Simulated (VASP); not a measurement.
# C (C2/m) in VASP: further runs

C is run at these levels: r2SCAN; tasks: single point.

Everything below comes from runs of VASP 6.6.1. Logs are shortened: lines on timing, memory, paths and dates and some standing lists are left out, and cuts for length are marked.

**1. The cell of the first run**

The typed cell holds 6 atoms: a = 2.456 Å, b = 2.456 Å, c = 10.699 Å, α = 83.45°, β = 83.45°, γ = 60.00°.

**2. Single point, r2SCAN (layers slid over each other)**

POSCAR reads:

```
C
1.0
   -2.1268362731      1.2279462884      0.0110113261
   -2.1268362731     -1.2279462884      0.0110113261
   -1.3548793539      0.0000000000     10.6125263424
C
6
Direct
   -0.1111167211     -0.1111167211      0.8333543263
    0.4444388344      0.4444388344      0.1666876596
    0.6666610566      0.6666610566      0.5000209930
    0.1111056100      0.1111056100      0.1666790070
    0.3333278322      0.3333278322      0.5000123404
    0.5555500545      0.5555500545      0.8333456737
```

INCAR.step1 reads:

```
SYSTEM = C
PREC     = Accurate       ! precision mode
ENCUT    = 520            ! plane-wave cutoff, eV
ISMEAR   = 0              ! smearing method
SIGMA    = 0.05           ! smearing width, eV
LREAL    = .False.        ! projectors in reciprocal space
LASPH    = .True.         ! aspherical terms in the spheres
NELM     = 80             ! most SCF steps
NBANDS   = 21             ! bands
GGA      = PE             ! functional
ALGO     = Normal         ! electronic algorithm
EDIFF    = 1E-4           ! SCF threshold, eV
LWAVE    = .True.         ! write WAVECAR
LCHARG   = .False.        ! write CHGCAR
```

INCAR.step2 reads:

```
SYSTEM = C
PREC     = Accurate       ! precision mode
ENCUT    = 520            ! plane-wave cutoff, eV
EDIFF    = 1E-7           ! SCF threshold, eV
ISMEAR   = 0              ! smearing method
SIGMA    = 0.05           ! smearing width, eV
LREAL    = .False.        ! projectors in reciprocal space
LASPH    = .True.         ! aspherical terms in the spheres
NELM     = 80             ! most SCF steps
ALGO     = Normal         ! electronic algorithm
ISIF     = 2              ! what is computed and relaxed
LWAVE    = .False.        ! write WAVECAR
LCHARG   = .False.        ! write CHGCAR
METAGGA  = R2SCAN         ! meta-GGA
LMIXTAU  = .True.       
NBANDS   = 21             ! bands
ISTART   = 1
```

KPOINTS reads:

```
regular mesh
0
Gamma
  12 12 3
  0 0 0
```

Potentials or basis: VASP PAW PBE potentials, release 64 (C).

Launch:

```
$ cat potpaw_PBE.64/C/POTCAR > POTCAR
$ cp INCAR.step1 INCAR
$ mpirun -np 1 vasp_std > vasp.out
$ cp INCAR.step2 INCAR
$ mpirun -np 1 vasp_std > vasp.out
```

OUTCAR:

```text
SYSTEM = C
   PREC = Accurate
   ENCUT = 520
   EDIFF = 1E-7
   ISMEAR = 0
   LREAL = .False.
   LASPH = .True.
   NELM = 80
   ISIF = 2
   METAGGA = R2SCAN
   ISTART = 1

 ion  position               nearest neighbor table
   1  0.889  0.889  0.833-   6 1.42   6 1.42   6 1.42
   2  0.444  0.444  0.167-   4 1.42   4 1.42   4 1.42
   3  0.667  0.667  0.500-   5 1.42   5 1.42   5 1.42
   4  0.111  0.111  0.167-   2 1.42   2 1.42   2 1.42
   5  0.333  0.333  0.500-   3 1.42   3 1.42   3 1.42
   6  0.556  0.556  0.833-   1 1.42   1 1.42   1 1.42

  LATTYP: Found a base centered monoclinic cell.
 ALAT       =     4.2537295550
 B/A-ratio  =     0.5773504274
 C/A-ratio  =     2.5151255991
 COS(beta)  =    -0.1317739264

  Lattice vectors:

 A1 = (   2.1268362731,  -1.2279462884,  -0.0110113261)
 A2 = (   2.1268362731,   1.2279462884,  -0.0110113261)
 A3 = (  -1.3548793539,   0.0000000000,  10.6125263424)

Analysis of symmetry for initial positions (statically):
=====================================================================
 Subroutine PRICEL returns:
 Original cell was already a primitive cell.

 Routine SETGRP: Setting up the symmetry group for a
 base centered monoclinic supercell.

 Subroutine GETGRP returns: Found  4 space group operations
 (whereof  2 operations were pure point group operations)
 out of a pool of  4 trial point group operations.

The static configuration has the point symmetry C_1h.
 The point group associated with its full space group is C_2h.

Analysis of symmetry for dynamics (positions and initial velocities):
=====================================================================
 Subroutine PRICEL returns:
 Original cell was already a primitive cell.

 Routine SETGRP: Setting up the symmetry group for a
 base centered monoclinic supercell.

 Subroutine GETGRP returns: Found  4 space group operations
 (whereof  2 operations were pure point group operations)
 out of a pool of  4 trial point group operations.

The dynamic configuration has the point symmetry C_1h.
 The point group associated with its full space group is C_2h.

 Subroutine INISYM returns: Found  4 space group operations
 (whereof  2 operations are pure point group operations),
 and found     1 'primitive' translations

----------------------------------------------------------------------------------------

                                     Primitive cell

  volume of cell :      55.3956

  direct lattice vectors                    reciprocal lattice vectors
    -2.126836273  1.227946288  0.011011326    -0.235246462  0.407183934 -0.030033431
    -2.126836273 -1.227946288  0.011011326    -0.235246462 -0.407183934 -0.030033431
    -1.354879354  0.000000000 10.612526342     0.000488173  0.000000000  0.094290594

  length of vectors
     2.455892072  2.455892072 10.698664096     0.471212967  0.471212967  0.094291858

  position of ions in fractional coordinates (direct lattice)
     0.888883279  0.888883279  0.833354326
     0.444438834  0.444438834  0.166687660
     0.666661057  0.666661057  0.500020993
     0.111105610  0.111105610  0.166679007
     0.333327832  0.333327832  0.500012340
     0.555550055  0.555550055  0.833345674

  ion indices of the primitive-cell ions
   primitive index   ion index
                 1           1
                 2           2
                 3           3
                 4           4
                 5           5
                 6           6

----------------------------------------------------------------------------------------

 KPOINTS: regular mesh

Automatic generation of k-mesh.
 Grid dimensions read from file:
 generate k-points for:   12   12    3

 Generating k-lattice:

  Cartesian coordinates                     Fractional coordinates (reciprocal lattice)
    -0.019603872  0.033931994 -0.002502786     0.083333333  0.000000000  0.000000000
    -0.019603872 -0.033931994 -0.002502786     0.000000000  0.083333333  0.000000000
     0.000162724  0.000000000  0.031430198    -0.000000000 -0.000000000  0.333333333

  Length of vectors
     0.039267747  0.039267747  0.031430619

  Shift w.r.t. Gamma in fractional coordinates (k-lattice)
     0.000000000  0.000000000  0.000000000

 Subroutine IBZKPT returns following result:
 ===========================================

 Found    121 irreducible k-points:

 Following reciprocal coordinates:
            Coordinates               Weight
  0.000000  0.000000  0.000000      1.000000
  0.083333  0.000000 -0.000000      4.000000
  0.166667  0.000000 -0.000000      4.000000
  0.250000 -0.000000 -0.000000      4.000000
  0.333333  0.000000 -0.000000      4.000000
  0.416667 -0.000000 -0.000000      4.000000
[... 16 lines left out ...]
  0.500000  0.166667 -0.000000      4.000000
 -0.416667  0.166667 -0.000000      4.000000
 [... further k-points ...]
   k-points           NKPTS =    121   k-points in BZ     NKDIM =    121   number of bands    NBANDS=     21
   number of dos      NEDOS =    301   number of ions     NIONS =      6
   total plane-waves  NPLWV =  25920
   dimension x,y,z NGX =    18 NGY =   18 NGZ =   80
   dimension x,y,z NGXF=    36 NGYF=   36 NGZF=  160
   ions per type =               6
   NGX,Y,Z   is equivalent  to a cutoff of  12.18, 12.18, 12.43 a.u.
   NGXF,Y,Z  is equivalent  to a cutoff of  24.37, 24.37, 24.86 a.u.
 SYSTEM =  C
   PREC   = accura    normal or accurate (medium, high low for compatibility)
   ISTART =      1    job   : 0-new  1-cont  2-samecut
   ICHARG =      0    charge: 1-file 2-atom 10-const
   ISPIN  =      1    spin polarized calculation?
   LNONCOLLINEAR =      F non collinear calculations
   LSORBIT =      F    spin-orbit coupling
   LASPH  =      T    aspherical Exc in radial PAW
   ENCUT  =  520.0 eV  38.22 Ry    6.18 a.u.   4.57  4.57 19.89*2*pi/ulx,y,z
   NELM   =     80;   NELMIN=  2; NELMDL=  0     # of ELM steps
   EDIFF  = 0.1E-06   stopping-criterion for ELM
   LREAL  =      F    real-space projection
   EDIFFG = 0.1E-05   stopping-criterion for IOM
   NSW    =      0    number of steps for IOM
   IBRION =     -1    ionic relax: 0-MD 1-quasi-New 2-CG
   NFREE  =      0    steps in history (QN), initial steepest desc. (CG)
   ISIF   =      2    stress and relaxation
   ISYM   =      2    0-nonsym 1-usesym 2-fastsym
   POTIM  = 0.5000    time-step for ionic-motion
   TEBEG  =    0.0;   TEEND  =   0.0 temperature during run
   PSTRESS=    0.0 pullay stress
   NELECT =      24.0000    total number of electrons
   NUPDOWN=      -1.0000    fix difference up-down
   EMIN   =  10.00;   EMAX   =-10.00  energy-range for DOS
   EFERMI =   0.00;   METHOD = LEGACY
   ISMEAR =     0;   SIGMA  =   0.05  broadening in eV -4-tet -1-fermi 0-gaus
   EFERMI_NEDOS =   21; number of points for ismear=-14 and -15
   IALGO  =     38    algorithm
   IMIX   =      4    mixing-type and parameters
     AMIX     =   0.40;   BMIX     =  1.00
     AMIX_MAG =   1.60;   BMIX_MAG =  1.00
  volume/ion in A,a.u.               =       9.23        62.30
  Fermi-wavevector in a.u.,A,eV,Ry     =   1.238759  2.340915 20.878471  1.534524
  Thomas-Fermi vector in A             =   2.373271
   LORBIT       =      0    0 simple, 1 ext, 2 COOP (PROOUT), +10 PAW based schemes
   METAGGA = R2SCAN    functional components
   LHFCALC =     F    Hartree Fock is set to
   AEXX    =    0.0000 exact exchange contribution
   IVDW    =     0    specifies the selected vdW correction
   LEPSILON=     F    determine dielectric tensor
   LRPA    =     F    only Hartree local field effects (RPA)
 non-spin polarized calculation
 Gauss-broadening in eV      SIGMA  =   0.05
  energy-cutoff  :      520.00
  volume of cell :       55.40
 maximum number of plane-waves:      1520
   NGX =  9   NGY =  9   NGZ = 39

 number of electron      23.9999995 magnetization

 Free energy of the ion-electron system (eV)
  ---------------------------------------------------
  ext. energy  EPLUGINS =         0.00000000
  ---------------------------------------------------
  free energy    TOTEN  =       -59.61806814 eV

  energy without entropy =      -59.61729114  energy(sigma->0) =      -59.61767964

 E-fermi :   4.2346     XC(G=0): -10.7703

 val. band max:        4.2305566587   @ k =  -0.3333   0.3333   0.0000
 cond. band min:       4.2385833690   @ k =  -0.3333   0.3333   0.0000
 fundamental gap:      0.0080267103
 Fermi energy:         4.2345538850

 k-point     1 :       0.0000    0.0000    0.0000
  band No.  band energies     occupation
      1     -16.6988      2.00000
      2     -16.5543      2.00000
      3     -16.5538      2.00000
      4      -4.2675      2.00000
      5      -4.2669      2.00000
      6      -3.0712      2.00000
[... 13 lines left out ...]
     20      12.9908      0.00000
     21      12.9912      0.00000

 k-point     2 :       0.0833    0.0000   -0.0000
  band No.  band energies     occupation
      1     -16.5231      2.00000
      2     -16.3851      2.00000
      3     -16.3752      2.00000
      4      -4.0911      2.00000
      5      -4.0215      2.00000
      6      -2.8701      2.00000
[... 13 lines left out ...]
     20      13.7140      0.00000
     21      13.7373      0.00000

 k-point     3 :       0.1667    0.0000   -0.0000
  band No.  band energies     occupation
      1     -15.9981      2.00000
      2     -15.8697      2.00000
      3     -15.8507      2.00000
      4      -3.4965      2.00000
      5      -3.3602      2.00000
      6      -2.2734      2.00000
[... 13 lines left out ...]
     20      14.4852      0.00000
     21      14.5667      0.00000
[... 457 lines left out ...]
 k-point    23 :       0.5000    0.1667   -0.0000
  band No.  band energies     occupation
      1     -11.9577      2.00000
      2     -11.8913      2.00000
      3     -11.8374      2.00000
      4      -7.9880      2.00000
      5      -7.9307      2.00000
      6      -7.9105      2.00000
[... 13 lines left out ...]
     20      15.6123      0.00000
     21      16.5724      0.00000

 k-point    24 :      -0.4167    0.1667   -0.0000
  band No.  band energies     occupation
      1     -10.6543      2.00000
      2     -10.6080      2.00000
      3     -10.5975      2.00000
      4      -9.4555      2.00000
      5      -9.4246      2.00000
      6      -9.4170      2.00000
[... 13 lines left out ...]
     20      16.2517      0.00000
     21      16.2632      0.00000

 [... further k-points ...]

------------------------ aborting loop because EDIFF is reached ----------------------------------------

  FORCE on cell =-STRESS in cart. coord.  units (eV):
  Direction    XX          YY          ZZ          XY          YZ          ZX
  --------------------------------------------------------------------------------------
  -------------------------------------------------------------------------------------
  Total        0.3757701      0.3767755     -0.0952321      0.0000000      0.0000000     -0.0026176
  in kB       10.8682042     10.8972807     -2.7543489      0.0000000      0.0000000     -0.0757087
  external PRESSURE =       6.3370453 kB  Pullay stress =       0.0000000 kB

 VOLUME and BASIS-vectors are now :
 -----------------------------------------------------------------------------
  energy-cutoff  :      520.00
  volume of cell :       55.40
      direct lattice vectors                 reciprocal lattice vectors
    -2.126836273  1.227946288  0.011011326    -0.235246462  0.407183934 -0.030033431
    -2.126836273 -1.227946288  0.011011326    -0.235246462 -0.407183934 -0.030033431
    -1.354879354  0.000000000 10.612526342     0.000488173  0.000000000  0.094290594

 POSITION                                       TOTAL-FORCE (eV/Angst)
 -----------------------------------------------------------------------------------
     -4.91011      0.00000      8.86357         0.000606      0.000000     -0.000378
     -2.11634      0.00000      1.77876         0.000718      0.000000      0.004134
     -3.51323      0.00000      5.32117         0.000699      0.000000      0.010201
     -0.69844      0.00000      1.77133        -0.000606      0.000000      0.000378
     -2.09532      0.00000      5.31373        -0.000699      0.000000     -0.010201
     -3.49221      0.00000      8.85614        -0.000718      0.000000     -0.004134
 -----------------------------------------------------------------------------------
    total drift:                                0.000000      0.000000     -0.000001

  FREE ENERGIE OF THE ION-ELECTRON SYSTEM (eV)
  ---------------------------------------------------
  free  energy   TOTEN  =       -59.6180681399 eV

  energy  without entropy=      -59.6172911350  energy(sigma->0) =      -59.61767964
```

It took 10 min on 1 thread of Intel Xeon Platinum 8375C at 2.90GHz (Ice Lake), shared host; peak memory 0.22 GiB.

Results:

| Quantity | Value |
| --- | --- |
| Free energy | -59.6181 eV |
| Pressure | 0.6 GPa |
| Largest force | 0.010 eV/Å |

Forces on the atoms (eV/Å):
```
C    0.001  0.000  0.000
C    0.001  0.000  0.004
C    0.001  0.000  0.010
C   -0.001  0.000  0.000
C   -0.001  0.000 -0.010
C   -0.001  0.000 -0.004
```

Caveat: the cell differs from its parent crystal (layers slid over each other); the PAW data sets were made with another functional, which shifts forces and pressure a little.

**3. Single point, r2SCAN (layers slid over each other)**

POSCAR reads:

```
C
1.0
   -2.1268362731      1.2279462884      0.0110113261
   -2.1268362731     -1.2279462884      0.0110113261
   -2.7727702027      0.0000000000     10.6198672264
C
6
Direct
   -0.3889014966     -0.3889014966      0.8333543263
    0.3888762812      0.3888762812      0.1666876596
    0.4999873923      0.4999873923      0.5000209930
    0.0555459410      0.0555459410      0.1666790070
    0.1666570521      0.1666570521      0.5000123404
    0.2777681632      0.2777681632      0.8333456737
```

INCAR.step1 reads:

```
SYSTEM = C
PREC = Accurate ; ENCUT = 520
ISMEAR = 0 ; SIGMA = 0.05
LREAL = .FALSE. ; LASPH = .TRUE.
NELM = 80 ; NBANDS = 21
GGA = PE ; ALGO = Normal
EDIFF = 1E-4 ; LWAVE = .TRUE.
LCHARG = .FALSE.
```

INCAR.step2 reads:

```
SYSTEM = C
PREC = Accurate ; ENCUT = 520
EDIFF = 1E-6 ; ISMEAR = 0
SIGMA = 0.05 ; LREAL = .FALSE.
LASPH = .TRUE. ; NELM = 80
ALGO = Normal ; ISIF = 2
LWAVE = .FALSE. ; LCHARG = .TRUE.
METAGGA = R2SCAN ; LMIXTAU = .TRUE.
LELF = .TRUE. ; LVHAR = .TRUE.
NBANDS = 21 ; ISTART = 1
```

KPOINTS reads:

```
Automatic mesh
0
G
  12 12 3
  0 0 0
```

Potentials or basis: VASP PAW PBE potentials, release 64 (C).

Launch:

```
$ cat potpaw_PBE.64/C/POTCAR > POTCAR
$ cp INCAR.step1 INCAR
$ mpirun -np 1 vasp_std > vasp.out
$ cp INCAR.step2 INCAR
$ mpirun -np 1 vasp_std > vasp.out
```

Wall time 7.9 min (1 thread of Intel Xeon Platinum 8375C at 2.90GHz (Ice Lake), shared host); peak memory 0.22 GiB.

The run converged. Its results:

```yaml
Free_energy: -59.6063 eV
Pressure: 0.7 GPa
Largest_force: 0.025 eV/Å
```

Forces on the atoms (eV/Å):
```
C    0.001  0.000 -0.020
C    0.001  0.000  0.025
C    0.001  0.000  0.007
C   -0.001  0.000  0.020
C   -0.001  0.000 -0.007
C   -0.001  0.000 -0.025
```

Stress tensor (GPa, compression positive):
```
0.98 0.00 0.00
0.00 0.98 0.00
0.00 0.00 0.21
```

Levels at points of the mesh, in eV from the Fermi level:
| k point | band 8 | band 9 | band 10 | band 11 | band 12 | band 13 | band 14 | band 15 | band 16 | band 17 |
| --- | --- | --- | --- | --- | --- | --- | --- | --- | --- | --- |
| (0.00, 0.00, 0.00) | -3.21 | -3.20 | -3.20 | -3.20 | -3.20 | 3.99 | 7.80 | 7.82 | 8.71 | 8.71 |
| (0.50, 0.00, 0.00) | -6.81 | -6.81 | -2.82 | -2.65 | -2.14 | 1.48 | 1.72 | 2.27 | 7.64 | 7.85 |
| (0.50, 0.50, 0.00) | -6.81 | -6.81 | -2.82 | -2.64 | -2.15 | 1.48 | 1.72 | 2.27 | 7.64 | 7.85 |

Caveat: the cell differs from its parent crystal (layers slid over each other); the PAW data sets were made with another functional, which shifts forces and pressure a little.
